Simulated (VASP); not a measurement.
# Ga (Cmcm) in VASP: further runs

Ga is run at these levels: PBE; tasks: electric field gradients.

Program: VASP 6.6.1. These are calculated values, not measurements. Logs are shortened: lines on timing, memory, paths and dates and some standing lists are left out, and cuts for length are marked.

## 1. The cell of the first run

Symmetry: Cmcm, No. 63, orthorhombic system. Conventional cell: a = 2.958 Å, b = 8.293 Å, c = 3.170 Å, α = 90.00°, β = 90.00°, γ = 90.00°. Ga (site symmetry m2m) has 10 Ga at 2.72 to 3.17 Å within 3.6 Å.

## 2. Electric field gradients, PBE (equal xx and yy strain of +2 %)

Input file INCAR:

```
PREC = Accurate ; ENCUT = 520
EDIFF = 1E-8 ; ISMEAR = -1
SIGMA = 0.08 ; LREAL = F
LASPH = T ; NELM = 60
ALGO = Normal ; ISIF = 2
LWAVE = F ; LCHARG = F
GGA = PE ; LEFG = T
NBANDS = 20
```

Input file KPOINTS:

```
Automatic mesh
0
Gamma
  12 12 10
```

Input file POSCAR:

```
Ga
1.0
    1.4790000000     -4.1463000000      0.0000000000
    1.4790000000      4.1463000000      0.0000000000
    0.0000000000      0.0000000000      3.1700000000
Ga
2
Direct
    0.8670000000      0.1330000000      0.2500000000
    0.1330000000      0.8670000000      0.7500000000
```

Potentials or basis: VASP PAW PBE potentials, release 64 (Ga_d).

The run is started by

```sh
$ cat potpaw_PBE.64/Ga_d/POTCAR > POTCAR
$ mpirun -np 1 vasp_std > vasp.out
```

OUTCAR:

```text
PREC = Accurate
   ENCUT = 520
   EDIFF = 1E-8
   ISMEAR = -1
   LREAL = F
   LASPH = T
   NELM = 60
   ISIF = 2
   GGA = PE

 ion  position               nearest neighbor table
   1  0.867  0.133  0.250-   2 2.72   2 2.72   2 2.91   2 2.91   2 2.91   2 2.91
   2  0.133  0.867  0.750-   1 2.72   1 2.72   1 2.91   1 2.91   1 2.91   1 2.91

  LATTYP: Found a base centered orthorhombic cell.
 ALAT       =     2.9580000000
 B/A-ratio  =     2.8034482759
 C/A-ratio  =     1.0716700473

  Lattice vectors:

 A1 = (   1.4790000000,  -4.1463000000,   0.0000000000)
 A2 = (   1.4790000000,   4.1463000000,   0.0000000000)
 A3 = (   0.0000000000,   0.0000000000,   3.1700000000)

Analysis of symmetry for initial positions (statically):
=====================================================================
 Subroutine PRICEL returns:
 Original cell was already a primitive cell.

 Routine SETGRP: Setting up the symmetry group for a
 base centered orthorhombic supercell.

 Subroutine GETGRP returns: Found  8 space group operations
 (whereof  4 operations were pure point group operations)
 out of a pool of  8 trial point group operations.

The static configuration has the point symmetry C_2h.
 The point group associated with its full space group is D_2h.

Analysis of symmetry for dynamics (positions and initial velocities):
=====================================================================
 Subroutine PRICEL returns:
 Original cell was already a primitive cell.

 Routine SETGRP: Setting up the symmetry group for a
 base centered orthorhombic supercell.

 Subroutine GETGRP returns: Found  8 space group operations
 (whereof  4 operations were pure point group operations)
 out of a pool of  8 trial point group operations.

The dynamic configuration has the point symmetry C_2h.
 The point group associated with its full space group is D_2h.

 Subroutine INISYM returns: Found  8 space group operations
 (whereof  4 operations are pure point group operations),
 and found     1 'primitive' translations

----------------------------------------------------------------------------------------

                                     Primitive cell

  volume of cell :      38.8793

  direct lattice vectors                    reciprocal lattice vectors
     1.479000000 -4.146300000  0.000000000     0.338066261 -0.120589441  0.000000000
     1.479000000  4.146300000  0.000000000     0.338066261  0.120589441  0.000000000
     0.000000000  0.000000000  3.170000000     0.000000000  0.000000000  0.315457413

  length of vectors
     4.402186353  4.402186353  3.170000000     0.358929812  0.358929812  0.315457413

  position of ions in fractional coordinates (direct lattice)
     0.867000000  0.133000000  0.250000000
     0.133000000  0.867000000  0.750000000

  ion indices of the primitive-cell ions
   primitive index   ion index
                 1           1
                 2           2

----------------------------------------------------------------------------------------

 KPOINTS: Automatic mesh

Automatic generation of k-mesh.
 Grid dimensions read from file:
 generate k-points for:   12   12   10

 Generating k-lattice:

  Cartesian coordinates                     Fractional coordinates (reciprocal lattice)
     0.028172188 -0.010049120  0.000000000     0.083333333 -0.000000000  0.000000000
     0.028172188  0.010049120  0.000000000    -0.000000000  0.083333333  0.000000000
     0.000000000  0.000000000  0.031545741     0.000000000  0.000000000  0.100000000

  Length of vectors
     0.029910818  0.029910818  0.031545741

  Shift w.r.t. Gamma in fractional coordinates (k-lattice)
     0.000000000  0.000000000  0.000000000

 Subroutine IBZKPT returns following result:
 ===========================================

 Found    258 irreducible k-points:

 Following reciprocal coordinates:
            Coordinates               Weight
  0.000000  0.000000  0.000000      1.000000
  0.083333  0.000000  0.000000      4.000000
  0.166667  0.000000  0.000000      4.000000
  0.250000 -0.000000  0.000000      4.000000
  0.333333  0.000000  0.000000      4.000000
  0.416667  0.000000  0.000000      4.000000
[... 16 lines left out ...]
  0.500000  0.166667  0.000000      4.000000
 -0.416667  0.166667  0.000000      4.000000
 [... further k-points ...]
   k-points           NKPTS =    258   k-points in BZ     NKDIM =    258   number of bands    NBANDS=     20
   number of dos      NEDOS =    301   number of ions     NIONS =      2
   total plane-waves  NPLWV =  31104
   dimension x,y,z NGX =    36 NGY =   36 NGZ =   24
   dimension x,y,z NGXF=    72 NGYF=   72 NGZF=   48
   ions per type =               2
   NGX,Y,Z   is equivalent  to a cutoff of  13.60, 13.60, 12.59 a.u.
   NGXF,Y,Z  is equivalent  to a cutoff of  27.19, 27.19, 25.17 a.u.
 SYSTEM =  unknown system
   PREC   = accura    normal or accurate (medium, high low for compatibility)
   ISTART =      0    job   : 0-new  1-cont  2-samecut
   ICHARG =      2    charge: 1-file 2-atom 10-const
   ISPIN  =      1    spin polarized calculation?
   LNONCOLLINEAR =      F non collinear calculations
   LSORBIT =      F    spin-orbit coupling
   LASPH  =      T    aspherical Exc in radial PAW
   ENCUT  =  520.0 eV  38.22 Ry    6.18 a.u.   8.19  8.19  5.89*2*pi/ulx,y,z
   NELM   =     60;   NELMIN=  2; NELMDL= -5     # of ELM steps
   EDIFF  = 0.1E-07   stopping-criterion for ELM
   LREAL  =      F    real-space projection
   EDIFFG = 0.1E-06   stopping-criterion for IOM
   NSW    =      0    number of steps for IOM
   IBRION =     -1    ionic relax: 0-MD 1-quasi-New 2-CG
   NFREE  =      0    steps in history (QN), initial steepest desc. (CG)
   ISIF   =      2    stress and relaxation
   ISYM   =      2    0-nonsym 1-usesym 2-fastsym
   POTIM  = 0.5000    time-step for ionic-motion
   TEBEG  =    0.0;   TEEND  =   0.0 temperature during run
   PSTRESS=    0.0 pullay stress
   NELECT =      26.0000    total number of electrons
   NUPDOWN=      -1.0000    fix difference up-down
   EMIN   =  10.00;   EMAX   =-10.00  energy-range for DOS
   EFERMI =   0.00;   METHOD = LEGACY
   ISMEAR =    -1;   SIGMA  =   0.08  broadening in eV -4-tet -1-fermi 0-gaus
   EFERMI_NEDOS =   21; number of points for ismear=-14 and -15
   IALGO  =     38    algorithm
   IMIX   =      4    mixing-type and parameters
     AMIX     =   0.40;   BMIX     =  1.00
     AMIX_MAG =   1.60;   BMIX_MAG =  1.00
  volume/ion in A,a.u.               =      19.44       131.19
  Fermi-wavevector in a.u.,A,eV,Ry     =   1.431616  2.705362 27.885474  2.049525
  Thomas-Fermi vector in A             =   2.551333
   LORBIT       =      0    0 simple, 1 ext, 2 COOP (PROOUT), +10 PAW based schemes
   GGA     = PE    functional components
[... 5 lines left out ...]
 non-spin polarized calculation
  energy-cutoff  :      520.00
  volume of cell :       38.88
 maximum number of plane-waves:      1066
 NGX is ok and might be reduce to    36
   NGX = 17   NGY = 17   NGZ = 11

 number of electron      25.9999990 magnetization

 Free energy of the ion-electron system (eV)
  ---------------------------------------------------
  ext. energy  EPLUGINS =         0.00000000
  ---------------------------------------------------
  free energy    TOTEN  =        -5.76163375 eV

  energy without entropy =       -5.74391973  energy(sigma->0) =       -5.75277674

 E-fermi :   5.2888     XC(G=0): -10.8220

 val. band max:        5.2700782092   @ k =  -0.4167   0.1667   0.1000
 cond. band min:       5.3178464580   @ k =   0.1667   0.1667   0.2000
 fundamental gap:      0.0477682487
 Fermi energy:         5.2888094383

 k-point     1 :       0.0000    0.0000    0.0000
  band No.  band energies     occupation
      1      -9.8486      2.00000
      2      -9.8175      2.00000
      3      -9.7608      2.00000
      4      -9.7406      2.00000
      5      -9.5818      2.00000
      6      -9.5650      2.00000
[... 12 lines left out ...]
     19      16.4018      0.00000
     20      16.5827      0.00000

 k-point     2 :       0.0833    0.0000    0.0000
  band No.  band energies     occupation
      1      -9.8424      2.00000
      2      -9.8136      2.00000
      3      -9.7572      2.00000
      4      -9.7189      2.00000
      5      -9.5886      2.00000
      6      -9.5722      2.00000
[... 12 lines left out ...]
     19      16.7006      0.00000
     20      18.0407      0.00000

 k-point     3 :       0.1667    0.0000    0.0000
  band No.  band energies     occupation
      1      -9.8257      2.00000
      2      -9.8031      2.00000
      3      -9.7396      2.00000
      4      -9.6748      2.00000
      5      -9.6034      2.00000
      6      -9.5924      2.00000
[... 12 lines left out ...]
     19      17.4176      0.00000
     20      20.1108      0.00000

 k-point     4 :       0.2500   -0.0000    0.0000
  band No.  band energies     occupation
      1      -9.8034      2.00000
      2      -9.7892      2.00000
      3      -9.7163      2.00000
      4      -9.6688      2.00000
      5      -9.6213      2.00000
      6      -9.5783      2.00000
[... 12 lines left out ...]
     19      17.5194      0.00000
     20      20.1630      0.00000

 k-point     5 :       0.3333    0.0000    0.0000
  band No.  band energies     occupation
      1      -9.7831      2.00000
      2      -9.7759      2.00000
      3      -9.7057      2.00000
      4      -9.6897      2.00000
      5      -9.6518      2.00000
      6      -9.5689      2.00000
[... 12 lines left out ...]
     19      17.0418      0.00000
     20      18.5719      0.00000
[... 353 lines left out ...]
      6      -9.5870      2.00000
[... 12 lines left out ...]
     19      16.1484      0.00000
     20      17.4156      0.00000

 k-point    22 :       0.4167    0.1667    0.0000
  band No.  band energies     occupation
      1      -9.7760      2.00000
      2      -9.7593      2.00000
      3      -9.7278      2.00000
      4      -9.6620      2.00000
      5      -9.6542      2.00000
      6      -9.5978      2.00000
[... 12 lines left out ...]
     19      16.2507      0.00000
     20      17.1277      0.00000

 k-point    23 :       0.5000    0.1667    0.0000
  band No.  band energies     occupation
      1      -9.7716      2.00000
      2      -9.7474      2.00000
      3      -9.7253      2.00000
      4      -9.6767      2.00000
      5      -9.6586      2.00000
      6      -9.6021      2.00000
[... 12 lines left out ...]
     19      15.1299      0.00000
     20      16.6681      0.00000

 k-point    24 :      -0.4167    0.1667    0.0000
  band No.  band energies     occupation
      1      -9.7786      2.00000
      2      -9.7473      2.00000
      3      -9.7420      2.00000
      4      -9.6837      2.00000
      5      -9.6410      2.00000
      6      -9.5999      2.00000
[... 12 lines left out ...]
     19      15.8485      0.00000
     20      17.4966      0.00000

 [... further k-points ...]
[... 5 lines left out ...]
  --------------------------------------------------------------------------------------
  -------------------------------------------------------------------------------------
  Total       -0.5836638      0.2562852      0.2266359      0.0000000      0.0000000      0.0000000
  in kB      -24.0522192     10.5612661      9.3394484      0.0000000      0.0000000      0.0000000
  external PRESSURE =      -1.3838349 kB  Pullay stress =       0.0000000 kB

 VOLUME and BASIS-vectors are now :
 -----------------------------------------------------------------------------
  energy-cutoff  :      520.00
  volume of cell :       38.88
      direct lattice vectors                 reciprocal lattice vectors
     1.479000000 -4.146300000  0.000000000     0.338066261 -0.120589441  0.000000000
     1.479000000  4.146300000  0.000000000     0.338066261  0.120589441  0.000000000
     0.000000000  0.000000000  3.170000000     0.000000000  0.000000000  0.315457413

 POSITION                                       TOTAL-FORCE (eV/Angst)
 -----------------------------------------------------------------------------------
      1.47900     -3.04338      0.79250         0.000000      0.182207     -0.000000
      1.47900      3.04338      2.37750         0.000000     -0.182207      0.000000
 -----------------------------------------------------------------------------------
    total drift:                                0.000000     -0.000000     -0.000000

  FREE ENERGIE OF THE ION-ELECTRON SYSTEM (eV)
  ---------------------------------------------------
  free  energy   TOTEN  =        -5.7616337545 eV

  energy  without entropy=       -5.7439197297  energy(sigma->0) =       -5.75277674

 Electric field gradients (V/A^2)
---------------------------------------------------------------------
 ion       V_xx      V_yy      V_zz      V_xy      V_xz      V_yz
---------------------------------------------------------------------
   1      11.987   -25.883    13.896     0.000     0.000    -0.000
   2      11.987   -25.883    13.896    -0.000    -0.000     0.000
---------------------------------------------------------------------

 Electric field gradients after diagonalization (V/A^2)
 (convention: |V_zz| > |V_xx| > |V_yy|)
----------------------------------------------------------------------
 ion       V_xx      V_yy      V_zz     asymmetry (V_yy - V_xx)/ V_zz
----------------------------------------------------------------------
   1      13.896    11.987   -25.883       0.074
   2      13.896    11.987   -25.883       0.074
----------------------------------------------------------------------

           NMR quadrupolar parameters

 Cq : quadrupolar parameter    Cq=e*Q*V_zz/h
 eta: asymmetry parameters     (V_yy - V_xx)/ V_zz
 Q  : nuclear electric quadrupole moment in mb (millibarn)
----------------------------------------------------------------------
 ion       Cq(MHz)       eta       Q (mb)
----------------------------------------------------------------------
   1      -0.063       0.074       1.000
   2      -0.063       0.074       1.000
----------------------------------------------------------------------
```

It took 3.9 min on 1 thread of AMD EPYC 7R43 (Zen 3), shared host; peak memory 0.26 GiB.

What came out:

```
Free energy            : -5.7616 eV
Pressure               : -0.1 GPa
Largest force          : 0.182 eV/Å
Band gap on the k mesh : zero (band 13 reaches 10.62 eV, above the bottom of band 14 at 1.27 eV)
```

Forces in eV/Å, atoms in the order of the input:
```
Ga   0.000  0.182  0.000
Ga   0.000 -0.182  0.000
```

Electric field gradients, principal values (V/Å²):
```
atom   least  middle  greatest (by size)
1 Ga  11.987  13.896             -25.883
2 Ga  11.987  13.896             -25.883
```

Caveat: the cell differs from its parent crystal (equal xx and yy strain of +2 %); without QUAD_EFG the Cq values of the log hold for a quadrupole moment of 1 mb, not for the nuclei.

(Part 1 of 2 ends here.)
